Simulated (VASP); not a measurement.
# SrCdCl4 (P4/mmm) in VASP: vibrations by perturbation theory with PBE

Aim: the vibrations by perturbation theory of SrCdCl4 with PBE.

Everything below comes from runs of VASP 6.6.1. Logs are shortened: lines on timing, memory, paths and dates and some standing lists are left out, and cuts for length are marked.

## Step 1: The cell of the first run

It takes space group P4/mmm (No. 123, tetragonal). The conventional cell has a = 4.805 Å, b = 4.805 Å, c = 6.866 Å, α = 90.00°, β = 90.00°, γ = 90.00°. Sr (site symmetry 4/mmm) has 8 Cl at 3.00 Å within 4.0 Å. Cd (site symmetry 4/mmm) has 8 Cl at 2.90 Å within 3.8 Å. Within 3.8 Å of Cl (site symmetry 2mm) lie 2 Cd at 2.90 Å and 2 Sr at 3.00 Å and 6 Cl at 3.26 to 3.61 Å.

## Step 2: Vibrations by perturbation theory, PBE

INCAR

```
  PREC = Accurate
  ENCUT = 500
  EDIFF = 1E-8
  ISMEAR = 0
  SIGMA = 0.01
  LREAL = False
  LASPH = True
  NELM = 120
  ALGO = Normal
  ISIF = 2
  LWAVE = False
  LCHARG = True
  GGA = PE
  NBANDS = 34
  IBRION = 8
  NSW = 1
  LEPSILON = True
  GGA_COMPAT = False
  KPAR = 4
```

KPOINTS

```
regular mesh
0
Gamma
  6 6 4
```

POSCAR

```
SrCdCl4
1.0
    4.8048500648      0.0000000000      0.0000000000
    0.0000000000      4.8048500648      0.0000000000
    0.0000000000      0.0000000000      6.8655976791
Sr Cd Cl
1 1 4
Direct
    0.0000000000      0.0000000000      0.0000000000
    0.5000000000      0.5000000000      0.5000000000
    0.5000000000      0.0000000000      0.2627823124
    0.0000000000      0.5000000000      0.7372176876
    0.5000000000      0.0000000000      0.7372176876
    0.0000000000      0.5000000000      0.2627823124
```

Potentials or basis: VASP PAW PBE potentials, release 64 (Sr_sv, Cd, Cl).

Run with:

```sh
$ cat potpaw_PBE.64/Sr_sv/POTCAR potpaw_PBE.64/Cd/POTCAR potpaw_PBE.64/Cl/POTCAR > POTCAR
$ mpirun -np 4 vasp_std > vasp.out
```

OUTCAR:

```text
PREC = Accurate
   ENCUT = 500
   EDIFF = 1E-8
   ISMEAR = 0
   LREAL = False
   LASPH = True
   NELM = 120
   ISIF = 2
   GGA = PE
   IBRION = 8
   NSW = 1
   LEPSILON = True

 ion  position               nearest neighbor table
   1  0.000  0.000  0.000-   3 3.00   4 3.00   5 3.00   6 3.00   4 3.00   6 3.00   3 3.00   5 3.00

   2  0.500  0.500  0.500-   3 2.90   4 2.90   5 2.90   6 2.90   3 2.90   5 2.90   4 2.90   6 2.90

   3  0.500  0.000  0.263-   2 2.90   2 2.90   1 3.00   1 3.00
   4  0.000  0.500  0.737-   2 2.90   2 2.90   1 3.00   1 3.00
   5  0.500  0.000  0.737-   2 2.90   2 2.90   1 3.00   1 3.00
   6  0.000  0.500  0.263-   2 2.90   2 2.90   1 3.00   1 3.00

  LATTYP: Found a simple tetragonal cell.
 ALAT       =     4.8048500648
 C/A-ratio  =     1.4288890572

  Lattice vectors:

 A1 = (   4.8048500648,   0.0000000000,   0.0000000000)
 A2 = (   0.0000000000,   4.8048500648,   0.0000000000)
 A3 = (   0.0000000000,   0.0000000000,   6.8655976791)

Analysis of symmetry for initial positions (statically):
=====================================================================
 Subroutine PRICEL returns:
 Original cell was already a primitive cell.

 Routine SETGRP: Setting up the symmetry group for a
 simple tetragonal supercell.

 Subroutine GETGRP returns: Found 16 space group operations
 (whereof 16 operations were pure point group operations)
 out of a pool of 16 trial point group operations.

The static configuration has the point symmetry D_4h.

Analysis of symmetry for dynamics (positions and initial velocities):
=====================================================================
 Subroutine PRICEL returns:
 Original cell was already a primitive cell.

 Routine SETGRP: Setting up the symmetry group for a
 simple tetragonal supercell.

 Subroutine GETGRP returns: Found 16 space group operations
 (whereof 16 operations were pure point group operations)
 out of a pool of 16 trial point group operations.

The dynamic configuration has the point symmetry D_4h.

 Subroutine INISYM returns: Found 16 space group operations
 (whereof 16 operations are pure point group operations),
 and found     1 'primitive' translations

----------------------------------------------------------------------------------------

                                     Primitive cell

  volume of cell :     158.5032

  direct lattice vectors                    reciprocal lattice vectors
     4.804850065  0.000000000  0.000000000     0.208123040  0.000000000  0.000000000
     0.000000000  4.804850065  0.000000000     0.000000000  0.208123040  0.000000000
     0.000000000  0.000000000  6.865597679     0.000000000  0.000000000  0.145653743

  length of vectors
     4.804850065  4.804850065  6.865597679     0.208123040  0.208123040  0.145653743

  position of ions in fractional coordinates (direct lattice)
     0.000000000  0.000000000  0.000000000
     0.500000000  0.500000000  0.500000000
     0.500000000  0.000000000  0.262782312
     0.000000000  0.500000000  0.737217688
     0.500000000  0.000000000  0.737217688
     0.000000000  0.500000000  0.262782312

  ion indices of the primitive-cell ions
   primitive index   ion index
                 1           1
                 2           2
                 3           3
                 4           4
                 5           5
[... 1097 lines left out ...]
  ---------------------------------------------------
  free energy    TOTEN  =        -0.20927367 eV

  energy without entropy =       -0.20927367

------------------------ aborting loop because EDIFF is reached ----------------------------------------

 INTERNAL STRAIN TENSOR  FOR ION    3  DIRECTION 3   (eV/Angst):
 -----------------------------------------------------------------------------
    -1.82212  0.00000  0.00000
     0.00000  0.00505  0.00000
     0.00000  0.00000  1.77498

 MACROSCOPIC STATIC DIELECTRIC TENSOR (including local field effects in DFT)
 ------------------------------------------------------
           3.631799     0.000000     0.000000
           0.000000     3.631799     0.000000
           0.000000     0.000000     3.536947
 ------------------------------------------------------

 PIEZOELECTRIC TENSOR (including local field effects)  for field in x, y, z        (e  Angst)
          XX          YY          ZZ          XY          YZ          ZX
  --------------------------------------------------------------------------------
  x     0.00000     0.00000     0.00000     0.00000     0.00000     0.00000
  y     0.00000     0.00000     0.00000     0.00000     0.00000     0.00000
  z     0.00000     0.00000     0.00000     0.00000     0.00000     0.00000

 PIEZOELECTRIC TENSOR (including local field effects)  for field in x, y, z        (C/m^2)
          XX          YY          ZZ          XY          YZ          ZX
  --------------------------------------------------------------------------------
  x     0.00000     0.00000     0.00000     0.00000     0.00000     0.00000
  y     0.00000     0.00000     0.00000     0.00000     0.00000     0.00000
  z     0.00000     0.00000     0.00000     0.00000     0.00000     0.00000

 BORN EFFECTIVE CHARGES (including local field effects) (in |e|, cummulative output)
 ---------------------------------------------------------------------------------
 ion    1
    1     2.42041     0.00000     0.00000
    2     0.00000     2.42041     0.00000
    3     0.00000    -0.00000     2.97261
 ion    2
    1     2.96966     0.00000     0.00000
    2     0.00000     2.96966     0.00000
    3     0.00000    -0.00000     2.44531
 ion    3
    1    -1.21102     0.00000     0.00000
    2     0.00000    -1.48401     0.00000
    3     0.00000     0.00000    -1.35448
 ion    4
    1    -1.48401     0.00000     0.00000
    2     0.00000    -1.21102    -0.00000
    3     0.00000     0.00000    -1.35448
 ion    5
    1    -1.21102     0.00000     0.00000
    2     0.00000    -1.48401     0.00000
    3     0.00000     0.00000    -1.35448
 ion    6
    1    -1.48401     0.00000     0.00000
    2     0.00000    -1.21102    -0.00000
    3     0.00000    -0.00000    -1.35448

 INTERNAL STRAIN TENSOR FOR ION    6 for displacements in x,y,z  (eV/Angst):
          X           Y           Z          XY          YZ          ZX
  --------------------------------------------------------------------------------
  x    -0.00000     0.00000    -0.00000     0.00000     0.00000    -1.74845
  y     0.00000     0.00000    -0.00000     0.00000    -3.55699     0.00000
  z     0.00505    -1.82212     1.77498     0.00000     0.00000     0.00000

 SECOND DERIVATIVES (NOT SYMMETRIZED)
 ------------------------------------
               1X          1Y          1Z          2X          2Y          2Z          3X          3Y          3Z          4X          4Y          4Z          5X          5Y          5Z          6X          6Y          6Z
  1X    -3.048140   -0.000000    0.000000   -0.092036   -0.000000    0.000000    1.469291    0.000000    0.000000    0.100798   -0.000000    0.000000    1.469291    0.000000    0.000000    0.100798   -0.000000    0.000000
  1Y     0.000000   -3.048140    0.000000    0.000000   -0.092036    0.000000    0.000000    0.100798    0.000000    0.000000    1.469291    0.000000    0.000000    0.100798    0.000000    0.000000    1.469291    0.000000
  1Z     0.000000    0.000000   -5.126913   -0.000000    0.000000    2.516551    0.000000    0.000000    0.652590    0.000000   -0.000000    0.652590    0.000000    0.000000    0.652590    0.000000   -0.000000    0.652590
  2X    -0.093223    0.000000    0.000000   -0.016821    0.000000    0.000000    0.041122   -0.000000    0.000000    0.013900   -0.000000    0.000000    0.041122   -0.000000    0.000000    0.013900    0.000000    0.000000
  2Y    -0.000000   -0.093223    0.000000   -0.000000   -0.016821    0.000000    0.000000    0.013900    0.000000    0.000000    0.041122    0.000000    0.000000    0.013900    0.000000    0.000000    0.041122    0.000000
  2Z     0.000000   -0.000000    2.532531    0.000000   -0.000000   -3.318714    0.000000    0.000000    0.196546    0.000000    0.000000    0.196546    0.000000    0.000000    0.196546    0.000000   -0.000000    0.196546
  3X     1.471134    0.000000    0.000000    0.042168    0.000000    0.000000   -3.367061    0.000000    0.000000    0.023890    0.000000    0.000000   -0.097419    0.000000    0.000000    1.927289    0.000000    0.000000
  3Y     0.000000    0.101716    0.000000    0.000000    0.015788    0.000000    0.000000   -1.325468    0.000000    0.000000    0.024976    0.000000    0.000000   -0.744041    0.000000    0.000000    1.927029    0.000000
  3Z     0.000000    0.000000    0.648358    0.000000    0.000000    0.195975    0.000000    0.000000   -2.742079    0.000000    0.000000    0.128910    0.000000    0.000000    2.692558    0.000000    0.000000   -0.923723
  4X     0.101716    0.000000   -0.000000    0.015788    0.000000    0.000000    0.024976    0.000000    0.000000   -1.325468    0.000000    0.000000    1.927029    0.000000    0.000000   -0.744041    0.000000   -0.000000
  4Y     0.000000    1.471134   -0.000000    0.000000    0.042168    0.000000    0.000000    0.023890    0.000000    0.000000   -3.367061    0.000000    0.000000    1.927289    0.000000    0.000000   -0.097419    0.000000
  4Z     0.000000    0.000000    0.648358    0.000000    0.000000    0.195975    0.000000    0.000000    0.128910    0.000000    0.000000   -2.742079    0.000000    0.000000   -0.923723    0.000000    0.000000    2.692558
  5X     1.471134    0.000000    0.000000    0.042168    0.000000    0.000000   -0.097419    0.000000    0.000000    1.927289    0.000000    0.000000   -3.367061    0.000000    0.000000    0.023890    0.000000    0.000000
  5Y     0.000000    0.101716    0.000000    0.000000    0.015788    0.000000    0.000000   -0.744041    0.000000    0.000000    1.927029    0.000000    0.000000   -1.325468    0.000000    0.000000    0.024976    0.000000
  5Z     0.000000    0.000000    0.648358    0.000000    0.000000    0.195975    0.000000    0.000000    2.692558    0.000000    0.000000   -0.923723    0.000000    0.000000   -2.742079    0.000000    0.000000    0.128910
  6X     0.101716    0.000000   -0.000000    0.015788    0.000000    0.000000    1.927029    0.000000    0.000000   -0.744041    0.000000   -0.000000    0.024976    0.000000    0.000000   -1.325468    0.000000    0.000000
  6Y     0.000000    1.471134   -0.000000    0.000000    0.042168    0.000000    0.000000    1.927289    0.000000    0.000000   -0.097419    0.000000    0.000000    0.023890    0.000000    0.000000   -3.367061    0.000000
  6Z     0.000000    0.000000    0.648358    0.000000    0.000000    0.195975    0.000000    0.000000   -0.923723    0.000000    0.000000    2.692558    0.000000    0.000000    0.128910    0.000000    0.000000   -2.742079

 Eigenvectors and eigenvalues of the dynamical matrix
 ----------------------------------------------------

   1 f  =    6.687368 THz    42.017974 2PiTHz  223.066595 cm-1    27.656721 meV
             X         Y         Z           dx          dy          dz
      0.000000  0.000000  0.000000     0.000000    0.000000    0.000000
      2.402425  2.402425  3.432799     0.000000    0.000000    0.000000
      2.402425  0.000000  1.804158    -0.000000    0.000000   -0.500000
      0.000000  2.402425  5.061440     0.000000   -0.000000    0.500000
      2.402425  0.000000  5.061440    -0.000000    0.000000    0.500000
      0.000000  2.402425  1.804158     0.000000   -0.000000   -0.500000
[... 145 lines left out ...]
  18 f/i=    2.266665 THz    14.241878 2PiTHz   75.607814 cm-1     9.374170 meV
             X         Y         Z           dx          dy          dz
      0.000000  0.000000  0.000000     0.000000    0.000000    0.000000
      2.402425  2.402425  3.432799     0.000000    0.000000   -0.000000
      2.402425  0.000000  1.804158     0.000000    0.000000   -0.500000
      0.000000  2.402425  5.061440    -0.000000   -0.000000    0.500000
      2.402425  0.000000  5.061440    -0.000000   -0.000000   -0.500000
      0.000000  2.402425  1.804158     0.000000    0.000000    0.500000

--------------------------------------------------------------------------------------------------------

 MACROSCOPIC STATIC DIELECTRIC TENSOR IONIC CONTRIBUTION
 ------------------------------------------------------
         626.494199     0.000000    -0.000000
           0.000000   626.494199    -0.000000
          -0.000000    -0.000000    10.395507
 ------------------------------------------------------

 ELASTIC MODULI CONTR FROM IONIC RELAXATION (kBar)
 Direction    XX          YY          ZZ          XY          YZ          ZX
 --------------------------------------------------------------------------------
 XX         -12.8459      2.5566     10.0509      0.0000      0.0000     -0.0000
 YY           2.5566    -12.8459     10.0509      0.0000     -0.0000      0.0000
 ZZ          10.0509     10.0509    -19.6362      0.0000     -0.0000     -0.0000
 XY           0.0000      0.0000      0.0000      0.0000      0.0000      0.0000
 YZ           0.0000     -0.0000     -0.0000      0.0000    -23.6481      0.0000
 ZX          -0.0000      0.0000     -0.0000      0.0000      0.0000    -24.6656
 --------------------------------------------------------------------------------

 PIEZOELECTRIC TENSOR IONIC CONTR  for field in x, y, z        (C/m^2)
          XX          YY          ZZ          XY          YZ          ZX
  --------------------------------------------------------------------------------
  x     0.00000    -0.00000    -0.00000     0.00000     0.00000     0.00000
  y    -0.00000    -0.00000     0.00000     0.00000     0.00000    -0.00000
  z     0.00000    -0.00000    -0.00000     0.00000    -0.00000     0.00000
```

Run time: 18 min. Hardware: 4 MPI ranks of Intel Xeon Platinum 8375C at 2.90GHz (Ice Lake), shared host; peak memory 0.86 GiB.

Results:

```
Electronic dielectric tensor (diagonal)                 : 3.63, 3.63, 3.54
Born charges (mean of the diagonal)                     : Sr +2.60; Cd +2.79; Cl -1.35 e
Highest phonon frequency at Γ, LO-TO splitting left out : 223 cm⁻¹
Most unstable mode                                      : 76i cm⁻¹
```

Phonon frequencies in cm⁻¹ (negative: imaginary):
```tsv
q point	frequencies
(0.000, 0.000, 0.000)	-76 -56 -56 -1 -1 0 8 8 94 112 112 147 181 181 183 198 198 223
```

Electronic dielectric tensor:
```
3.63 0.00 0.00
0.00 3.63 0.00
0.00 0.00 3.54
```

Born effective charge tensors (e):
atom 1, Sr
```
2.42 0.00 0.00
0.00 2.42 0.00
0.00 0.00 2.97
```
atom 2, Cd
```
2.97 0.00 0.00
0.00 2.97 0.00
0.00 0.00 2.45
```
atom 3, Cl
```
-1.21  0.00  0.00
 0.00 -1.48  0.00
 0.00  0.00 -1.35
```
atom 4, Cl
```
-1.48  0.00  0.00
 0.00 -1.21  0.00
 0.00  0.00 -1.35
```
atom 5, Cl
```
-1.21  0.00  0.00
 0.00 -1.48  0.00
 0.00  0.00 -1.35
```
atom 6, Cl
```
-1.48  0.00  0.00
 0.00 -1.21  0.00
 0.00  0.00 -1.35
```

Caveat: some modes are imaginary.
